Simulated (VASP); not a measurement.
LuGaAs2, 4 atoms in the cell. Symmetry: R-3m, No. 166, trigonal system. Conventional cell: a = 3.901 Å, b = 3.901 Å, c = 19.268 Å, α = 90.00°, β = 90.00°, γ = 120.00°. Ga (site symmetry -3m) has 6 As at 2.69 Å within 3.6 Å. Lu (site symmetry -3m) has 6 As at 2.84 Å within 3.7 Å. As (site symmetry 3m) has 3 Ga at 2.69 Å and 3 Lu at 2.84 Å and 12 As at 3.72 to 4.13 Å within 4.2 Å. 

- Program: VASP 6.6.1
- Task: single point
- Functional: PBE
- Potentials or basis: VASP PAW PBE potentials, release 64 (Ga_d, Lu, As)
- Cutoff: 520 eV
- k mesh: 8 × 8 × 8
- Occupations: fermi-dirac, width 0.02 eV
- Spin: no spin polarisation
- Dipole correction: no
- Further INCAR settings: ALGO = Normal; EDIFF = 1e-06; NBANDS = 32

Potentials or basis: VASP PAW PBE potentials, release 64 (Ga_d, Lu, As).

Launch:

```sh
$ cat potpaw_PBE.64/Ga_d/POTCAR potpaw_PBE.64/Lu/POTCAR potpaw_PBE.64/As/POTCAR > POTCAR
$ mpirun -np 1 vasp_std > vasp.out
```

Hardware: 1 thread of Intel(R) Xeon(R) Platinum 8259CL CPU @ 2.50GHz (Skylake/Cascade Lake), on a shared host.

Task: How long does it take, and how much memory?

Result: Run time: 12 min on 1 thread of Intel(R) Xeon(R) Platinum 8259CL CPU @ 2.50GHz (Skylake/Cascade Lake), on a shared host, peak memory 0.54 GiB. Counts: scf iterations 13, k points 65.
